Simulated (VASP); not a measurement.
# CuI (Marshite) (I-4m2) in VASP: notebook

CuI (Marshite) is run at these levels: PBEsol; tasks: single point.

Everything below comes from runs of VASP 6.6.1. Logs are shortened: lines on timing, memory, paths and dates and some standing lists are left out, and cuts for length are marked.

## Step 1: The cell of the first run

Symmetry: I-4m2, No. 119, tetragonal system. Conventional cell: a = 4.159 Å, b = 4.159 Å, c = 6.444 Å, α = 90.00°, β = 90.00°, γ = 90.00°. Cu (site symmetry -4m2) has 4 I at 2.63 Å within 3.5 Å. I (site symmetry -4m2) has 4 Cu at 2.63 Å within 3.5 Å.

## Step 2: Single point, PBEsol

INCAR

```
SYSTEM = CuI
PREC     = Accurate       ! precision mode
ENCUT    = 520            ! plane-wave cutoff, eV
EDIFF    = 1E-6           ! SCF threshold, eV
ISMEAR   = 0              ! smearing method
SIGMA    = 0.05           ! smearing width, eV
LREAL    = .False.        ! projectors in reciprocal space
LASPH    = .True.         ! aspherical terms in the spheres
NELM     = 80             ! most SCF steps
ALGO     = Normal         ! electronic algorithm
ISIF     = 2              ! what is computed and relaxed
LWAVE    = .False.        ! write WAVECAR
LCHARG   = .False.        ! write CHGCAR
GGA      = PS             ! functional
NBANDS   = 16             ! bands
```

KPOINTS

```
regular mesh
0
Gamma
  6 6 6
  0 0 0
```

POSCAR

```
CuI
1.0
    0.0000000000      2.9405550000      3.2219151876
    2.9405550000      0.0000000000      3.2219151876
    2.9405550000      2.9405550000      0.0000000000
Cu I
1 1
Direct
    0.2500000000      0.2500000000      0.2500000000
    0.0000000000      0.0000000000      0.0000000000
```

Potentials or basis: VASP PAW PBE potentials, release 64 (Cu, I).

Run with:

```console
$ cat potpaw_PBE.64/Cu/POTCAR potpaw_PBE.64/I/POTCAR > POTCAR
$ mpirun -np 1 vasp_std > vasp.out
```

OUTCAR:

```text
SYSTEM = CuI
   PREC = Accurate
   ENCUT = 520
   EDIFF = 1E-6
   ISMEAR = 0
   LREAL = .False.
   LASPH = .True.
   NELM = 80
   ISIF = 2
   GGA = PS

 ion  position               nearest neighbor table
   1  0.250  0.250  0.250-   2 2.63   2 2.63   2 2.63   2 2.63
   2  0.000  0.000  0.000-   1 2.63   1 2.63   1 2.63   1 2.63

  LATTYP: Found a body centered tetragonal cell.
 ALAT       =     4.1585727619
 C/A-ratio  =     1.5495293083

  Lattice vectors:

 A1 = (  -2.9405550000,   0.0000000000,   3.2219151876)
 A2 = (   2.9405550000,   0.0000000000,   3.2219151876)
 A3 = (   0.0000000000,   2.9405550000,  -3.2219151876)

Analysis of symmetry for initial positions (statically):
=====================================================================
 Subroutine PRICEL returns:
 Original cell was already a primitive cell.

 Routine SETGRP: Setting up the symmetry group for a
 body centered tetragonal supercell.

 Subroutine GETGRP returns: Found  8 space group operations
 (whereof  8 operations were pure point group operations)
 out of a pool of 16 trial point group operations.

The static configuration has the point symmetry D_2d.

Analysis of symmetry for dynamics (positions and initial velocities):
=====================================================================
 Subroutine PRICEL returns:
 Original cell was already a primitive cell.

 Routine SETGRP: Setting up the symmetry group for a
 body centered tetragonal supercell.

 Subroutine GETGRP returns: Found  8 space group operations
 (whereof  8 operations were pure point group operations)
 out of a pool of 16 trial point group operations.

The dynamic configuration has the point symmetry D_2d.

 Subroutine INISYM returns: Found  8 space group operations
 (whereof  8 operations are pure point group operations),
 and found     1 'primitive' translations

----------------------------------------------------------------------------------------

                                     Primitive cell

  volume of cell :      55.7189

  direct lattice vectors                    reciprocal lattice vectors
     0.000000000  2.940555000  3.221915188    -0.170035929  0.170035929  0.155187201
     2.940555000  0.000000000  3.221915188     0.170035929 -0.170035929  0.155187201
     2.940555000  2.940555000  0.000000000     0.170035929  0.170035929 -0.155187201

  length of vectors
     4.362063867  4.362063867  4.158572762     0.286194866  0.286194866  0.286194866

  position of ions in fractional coordinates (direct lattice)
     0.250000000  0.250000000  0.250000000
     0.000000000  0.000000000  0.000000000

  ion indices of the primitive-cell ions
   primitive index   ion index
                 1           1
                 2           2

----------------------------------------------------------------------------------------

 KPOINTS: regular mesh

Automatic generation of k-mesh.
 Grid dimensions read from file:
 generate k-points for:    6    6    6

 Generating k-lattice:

  Cartesian coordinates                     Fractional coordinates (reciprocal lattice)
    -0.028339321  0.028339321  0.025864534     0.166666667  0.000000000  0.000000000
     0.028339321 -0.028339321  0.025864534     0.000000000  0.166666667  0.000000000
     0.028339321  0.028339321 -0.025864534     0.000000000  0.000000000  0.166666667

  Length of vectors
     0.047699144  0.047699144  0.047699144

  Shift w.r.t. Gamma in fractional coordinates (k-lattice)
     0.000000000  0.000000000  0.000000000

 Subroutine IBZKPT returns following result:
 ===========================================

 Found     30 irreducible k-points:

 Following reciprocal coordinates:
            Coordinates               Weight
  0.000000  0.000000  0.000000      1.000000
  0.166667  0.000000  0.000000      8.000000
  0.333333  0.000000  0.000000      8.000000
  0.500000  0.000000  0.000000      4.000000
  0.166667  0.166667  0.000000      2.000000
  0.333333  0.166667  0.000000      8.000000
[... 16 lines left out ...]
  0.333333  0.000000  0.333333      4.000000
  0.500000  0.000000  0.333333     16.000000
 [... further k-points ...]
   k-points           NKPTS =     30   k-points in BZ     NKDIM =     30   number of bands    NBANDS=     16
   number of dos      NEDOS =    301   number of ions     NIONS =      2
   total plane-waves  NPLWV =  32768
   dimension x,y,z NGX =    32 NGY =   32 NGZ =   32
   dimension x,y,z NGXF=    64 NGYF=   64 NGZF=   64
   ions per type =               1   1
   NGX,Y,Z   is equivalent  to a cutoff of  12.20, 12.20, 12.79 a.u.
   NGXF,Y,Z  is equivalent  to a cutoff of  24.39, 24.39, 25.59 a.u.
 SYSTEM =  CuI
   PREC   = accura    normal or accurate (medium, high low for compatibility)
   ISTART =      0    job   : 0-new  1-cont  2-samecut
   ICHARG =      2    charge: 1-file 2-atom 10-const
   ISPIN  =      1    spin polarized calculation?
   LNONCOLLINEAR =      F non collinear calculations
   LSORBIT =      F    spin-orbit coupling
   LASPH  =      T    aspherical Exc in radial PAW
   ENCUT  =  520.0 eV  38.22 Ry    6.18 a.u.   8.11  8.11  7.73*2*pi/ulx,y,z
   NELM   =     80;   NELMIN=  2; NELMDL= -5     # of ELM steps
   EDIFF  = 0.1E-05   stopping-criterion for ELM
   LREAL  =      F    real-space projection
   EDIFFG = 0.1E-04   stopping-criterion for IOM
   NSW    =      0    number of steps for IOM
   IBRION =     -1    ionic relax: 0-MD 1-quasi-New 2-CG
   NFREE  =      0    steps in history (QN), initial steepest desc. (CG)
   ISIF   =      2    stress and relaxation
   ISYM   =      2    0-nonsym 1-usesym 2-fastsym
   POTIM  = 0.5000    time-step for ionic-motion
   TEBEG  =    0.0;   TEEND  =   0.0 temperature during run
   PSTRESS=    0.0 pullay stress
   NELECT =      18.0000    total number of electrons
   NUPDOWN=      -1.0000    fix difference up-down
   EMIN   =  10.00;   EMAX   =-10.00  energy-range for DOS
   EFERMI =   0.00;   METHOD = LEGACY
   ISMEAR =     0;   SIGMA  =   0.05  broadening in eV -4-tet -1-fermi 0-gaus
   EFERMI_NEDOS =   21; number of points for ismear=-14 and -15
   IALGO  =     38    algorithm
   IMIX   =      4    mixing-type and parameters
     AMIX     =   0.40;   BMIX     =  1.00
     AMIX_MAG =   1.60;   BMIX_MAG =  1.00
  volume/ion in A,a.u.               =      27.86       188.00
  Fermi-wavevector in a.u.,A,eV,Ry     =   1.123306  2.122741 17.168055  1.261816
  Thomas-Fermi vector in A             =   2.259971
   LORBIT       =      0    0 simple, 1 ext, 2 COOP (PROOUT), +10 PAW based schemes
   GGA     = PS    functional components
   LHFCALC =     F    Hartree Fock is set to
   AEXX    =    0.0000 exact exchange contribution
   IVDW    =     0    specifies the selected vdW correction
   LEPSILON=     F    determine dielectric tensor
   LRPA    =     F    only Hartree local field effects (RPA)
 non-spin polarized calculation
 Gauss-broadening in eV      SIGMA  =   0.05
  energy-cutoff  :      520.00
  volume of cell :       55.72
 maximum number of plane-waves:      1515
   NGX = 17   NGY = 17   NGZ = 15

 number of electron      18.0000010 magnetization

 Free energy of the ion-electron system (eV)
  ---------------------------------------------------
  ext. energy  EPLUGINS =         0.00000000
  ---------------------------------------------------
  free energy    TOTEN  =        -6.27088764 eV

  energy without entropy =       -6.27088764  energy(sigma->0) =       -6.27088764

 E-fermi :   4.5932     XC(G=0):  -9.1453

 val. band max:        4.3201992381   @ k =   0.0000   0.0000   0.0000
 cond. band min:       5.2820553640   @ k =   0.0000   0.0000   0.0000
 fundamental gap:      0.9618561258
 Fermi energy:         4.5931644962

 k-point     1 :       0.0000    0.0000    0.0000
  band No.  band energies     occupation
      1      -9.7326      2.00000
      2       0.5777      2.00000
      3       0.7093      2.00000
      4       0.7093      2.00000
      5       2.3701      2.00000
      6       2.4540      2.00000
[... 8 lines left out ...]
     15      13.0793      0.00000
     16      14.0534      0.00000

 k-point     2 :       0.1667    0.0000    0.0000
  band No.  band energies     occupation
      1      -9.6058      2.00000
      2       0.1428      2.00000
      3       0.6059      2.00000
      4       0.7442      2.00000
      5       2.3710      2.00000
      6       2.4378      2.00000
[... 8 lines left out ...]
     15      13.3968      0.00000
     16      13.4695      0.00000

 k-point     3 :       0.3333    0.0000    0.0000
  band No.  band energies     occupation
      1      -9.3273      2.00000
      2      -0.8413      2.00000
      3       0.5467      2.00000
      4       0.8118      2.00000
      5       2.4062      2.00000
      6       2.4275      2.00000
[... 8 lines left out ...]
     15      13.4753      0.00000
     16      13.7063      0.00000

 k-point     4 :       0.5000    0.0000    0.0000
  band No.  band energies     occupation
      1      -9.1726      2.00000
      2      -1.3144      2.00000
      3       0.5135      2.00000
      4       0.8436      2.00000
      5       2.4320      2.00000
      6       2.4391      2.00000
[... 8 lines left out ...]
     15      14.8621      0.00000
     16      15.2986      0.00000

 k-point     5 :       0.1667    0.1667    0.0000
  band No.  band energies     occupation
      1      -9.5848      2.00000
      2       0.0056      2.00000
      3       0.7235      2.00000
      4       0.7235      2.00000
      5       2.3178      2.00000
      6       2.4684      2.00000
[... 8 lines left out ...]
     15      13.8793      0.00000
     16      14.7701      0.00000

 k-point     6 :       0.3333    0.1667    0.0000
  band No.  band energies     occupation
      1      -9.3671      2.00000
      2      -0.6261      2.00000
      3       0.5582      2.00000
      4       0.7680      2.00000
      5       2.3148      2.00000
      6       2.4695      2.00000
[... 8 lines left out ...]
     15      14.5241      0.00000
     16      14.6792      0.00000

 k-point     7 :       0.5000    0.1667    0.0000
  band No.  band energies     occupation
      1      -9.1514      2.00000
      2      -1.1198      2.00000
      3       0.2228      2.00000
      4       0.8322      2.00000
      5       2.3771      2.00000
      6       2.4484      2.00000
[... 8 lines left out ...]
     15      14.6059      0.00000
     16      15.0586      0.00000

 k-point     8 :      -0.3333    0.1667    0.0000
  band No.  band energies     occupation
      1      -9.1772      2.00000
      2      -1.0154      2.00000
      3       0.1456      2.00000
      4       0.8548      2.00000
      5       2.3992      2.00000
      6       2.4554      2.00000
[... 8 lines left out ...]
     15      13.8314      0.00000
     16      15.6454      0.00000

 k-point     9 :      -0.1667    0.1667    0.0000
  band No.  band energies     occupation
      1      -9.4133      2.00000
      2      -0.4092      2.00000
      3       0.3851      2.00000
      4       0.8111      2.00000
      5       2.3943      2.00000
      6       2.4270      2.00000
[... 8 lines left out ...]
     15      13.7581      0.00000
     16      14.5056      0.00000
[... 172 lines left out ...]
 k-point    19 :       0.5000    0.3333    0.1667
  band No.  band energies     occupation
      1      -9.1765      2.00000
      2      -0.9171      2.00000
      3       0.3044      2.00000
      4       0.6594      2.00000
      5       2.3309      2.00000
      6       2.4205      2.00000
[... 8 lines left out ...]
     15      14.9114      0.00000
     16      16.0759      0.00000

 k-point    20 :      -0.3333    0.3333    0.1667
  band No.  band energies     occupation
      1      -9.0469      2.00000
      2      -0.9277      2.00000
      3      -0.1510      2.00000
      4       0.6393      2.00000
      5       2.3236      2.00000
      6       2.4033      2.00000
[... 8 lines left out ...]
     15      15.0613      0.00000
     16      15.6561      0.00000

 k-point    21 :      -0.1667    0.3333    0.1667
  band No.  band energies     occupation
      1      -9.1218      2.00000
      2      -0.8748      2.00000
      3       0.0549      2.00000
      4       0.6872      2.00000
      5       2.3619      2.00000
      6       2.4672      2.00000
[... 8 lines left out ...]
     15      15.5106      0.00000
     16      16.2117      0.00000

 k-point    22 :      -0.3333    0.5000    0.1667
  band No.  band energies     occupation
      1      -9.0383      2.00000
      2      -1.1556      2.00000
      3       0.1846      2.00000
      4       0.6096      2.00000
      5       2.3166      2.00000
      6       2.3450      2.00000
[... 8 lines left out ...]
     15      15.5940      0.00000
     16      16.2151      0.00000

 k-point    23 :       0.3333    0.0000    0.3333
  band No.  band energies     occupation
      1      -9.1582      2.00000
      2      -0.7951      2.00000
      3       0.4359      2.00000
      4       0.5292      2.00000
      5       2.3127      2.00000
      6       2.4686      2.00000
[... 8 lines left out ...]
     15      14.5063      0.00000
     16      17.7381      0.00000

 k-point    24 :       0.5000    0.0000    0.3333
  band No.  band energies     occupation
      1      -9.0014      2.00000
      2      -1.0108      2.00000
      3       0.1776      2.00000
      4       0.4750      2.00000
      5       2.3422      2.00000
      6       2.4659      2.00000
[... 8 lines left out ...]
     15      15.0763      0.00000
     16      16.5727      0.00000

 [... further k-points ...]
[... 5 lines left out ...]
  --------------------------------------------------------------------------------------
  -------------------------------------------------------------------------------------
  Total       -0.5446180     -0.5446180     -1.2654020      0.0000000     -0.0000000      0.0000000
  in kB      -15.6602930    -15.6602930    -36.3861735      0.0000000     -0.0000000      0.0000000
  external PRESSURE =     -22.5689199 kB  Pullay stress =       0.0000000 kB

 VOLUME and BASIS-vectors are now :
 -----------------------------------------------------------------------------
  energy-cutoff  :      520.00
  volume of cell :       55.72
      direct lattice vectors                 reciprocal lattice vectors
     0.000000000  2.940555000  3.221915188    -0.170035929  0.170035929  0.155187201
     2.940555000  0.000000000  3.221915188     0.170035929 -0.170035929  0.155187201
     2.940555000  2.940555000  0.000000000     0.170035929  0.170035929 -0.155187201

 POSITION                                       TOTAL-FORCE (eV/Angst)
 -----------------------------------------------------------------------------------
      1.47028      1.47028      1.61096        -0.000000     -0.000000      0.000000
      0.00000      0.00000      0.00000         0.000000      0.000000     -0.000000
 -----------------------------------------------------------------------------------
    total drift:                                0.000001      0.000001     -0.000001

  FREE ENERGIE OF THE ION-ELECTRON SYSTEM (eV)
  ---------------------------------------------------
  free  energy   TOTEN  =        -6.2708876353 eV

  energy  without entropy=       -6.2708876353  energy(sigma->0) =       -6.27088764
```

It took 19 s on 1 thread of Intel Xeon Platinum 8259CL at 2.50GHz (Skylake/Cascade Lake), shared host; peak memory 0.19 GiB.

What came out:

```yaml
Free_energy: -6.2709 eV
Pressure: -2.3 GPa
Band_gap_on_the_k_mesh: 0.96 eV, direct
```

Caveat: the PAW data sets were made with another functional, which shifts forces and pressure a little; spin-orbit coupling is left out, which moves the levels of the heavy elements. As with any semilocal functional, this PBEsol gap is likely too small.

## Step 3: Single point, PBEsol

INCAR

```
PREC     = Accurate       # precision mode
ENCUT    = 520            # plane-wave cutoff, eV
EDIFF    = 1E-7           # SCF threshold, eV
ISMEAR   = 0              # smearing method
SIGMA    = 0.05           # smearing width, eV
LREAL    = F              # projectors in reciprocal space
LASPH    = T              # aspherical terms in the spheres
NELM     = 80             # most SCF steps
ALGO     = Normal         # electronic algorithm
ISIF     = 2              # what is computed and relaxed
LWAVE    = F              # write WAVECAR
LCHARG   = F              # write CHGCAR
GGA      = PS             # functional
NBANDS   = 16             # bands
```

KPOINTS

```
Automatic mesh
0
Gamma
  6 6 6
```

POSCAR

```
CuI
1.0
    0.0000000000      2.9708700000      3.1564972928
    2.9708700000      0.0000000000      3.1564972928
    2.9708700000      2.9708700000      0.0000000000
Cu I
1 1
Direct
    0.2500000000      0.2500000000      0.2500000000
    0.0000000000      0.0000000000      0.0000000000
```

Potentials or basis: VASP PAW PBE potentials, release 64 (Cu, I).

Run with:

```console
$ cat potpaw_PBE.64/Cu/POTCAR potpaw_PBE.64/I/POTCAR > POTCAR
$ mpirun -np 1 vasp_std > vasp.out
```

Wall time 24 s (1 thread of Intel Xeon Platinum 8259CL at 2.50GHz (Skylake/Cascade Lake), shared host); peak memory 0.19 GiB.

It converged, with:

* Free energy: -6.2830 eV
* Pressure: -2.5 GPa
* Band gap on the k mesh: 0.99 eV, direct

Stress tensor (GPa, compression positive):
```
-2.09  0.00  0.00
 0.00 -2.09  0.00
 0.00  0.00 -3.41
```

Levels at points of the mesh, in eV from the valence-band top:
```tsv
k point	band 7	band 8	band 9	band 10	band 11	band 12
(0.00, 0.00, 0.00)	-0.12	0.00	0.00	0.99	4.76	4.85
(0.50, 0.00, 0.00)	-1.82	-0.80	-0.69	2.02	5.16	5.56
(0.50, 0.50, 0.00)	-1.81	-1.53	-1.53	2.75	3.11	8.70
(0.50, 0.00, 0.50)	-1.78	-1.59	-1.49	2.50	2.68	9.16
```

Caveat: the PAW data sets were made with another functional, which shifts forces and pressure a little; spin-orbit coupling is left out, which moves the levels of the heavy elements.

## Step 4: Single point, PBEsol

This run uses another cell than the first one, of the same volume but with other edges.

INCAR

```
  PREC = Accurate
  ENCUT = 520
  EDIFF = 1E-6
  ISMEAR = 0
  SIGMA = 0.05
  LREAL = False
  LASPH = True
  NELM = 100
  ALGO = Normal
  ISIF = 2
  LWAVE = False
  LCHARG = True
  GGA = PS
  LELF = True
  LVHAR = True
  NBANDS = 16
```

KPOINTS

```
regular mesh
0
Gamma
  6 6 6
```

POSCAR

```
CuI
1.0
    0.0000000000      3.0618150000      2.9717674738
    3.0618150000      0.0000000000      2.9717674738
    3.0618150000      3.0618150000      0.0000000000
Cu I
1 1
Direct
    0.2500000000      0.2500000000      0.2500000000
    0.0000000000      0.0000000000      0.0000000000
```

Run with:

```console
$ cat potpaw_PBE.64/Cu/POTCAR potpaw_PBE.64/I/POTCAR > POTCAR
$ mpirun -np 1 vasp_std > vasp.out
```

Wall time 21 s (1 thread of Intel Xeon Platinum 8259CL at 2.50GHz (Skylake/Cascade Lake), shared host); peak memory 0.19 GiB.

The run converged. Its results:

```yaml
Free_energy: -6.2900 eV
Pressure: -2.2 GPa
Band_gap_on_the_k_mesh: 1.00 eV, direct
```

Stress tensor (GPa, compression positive):
```
-2.35  0.00  0.00
 0.00 -2.35  0.00
 0.00  0.00 -1.77
```

Levels at points of the mesh, in eV from the valence-band top:
```tsv
k point	band 6	band 7	band 8	band 9	band 10	band 11	band 12	band 13
(0.00, 0.00, 0.00)	-1.89	-0.05	-0.05	0.00	1.00	4.79	4.79	4.83
(0.50, 0.00, 0.00)	-1.87	-1.83	-0.77	-0.72	2.04	5.22	5.45	7.23
(0.50, 0.50, 0.00)	-1.83	-1.82	-1.55	-1.55	2.50	2.67	9.20	9.66
(0.50, 0.00, 0.50)	-1.86	-1.81	-1.57	-1.51	2.62	2.89	8.96	9.54
```

Caveat: the PAW data sets were made with another functional, which shifts forces and pressure a little; spin-orbit coupling is left out, which moves the levels of the heavy elements. A hybrid or GW would open this gap; PBEsol tends to underestimate it.

(Continued in part 2 of 2.)
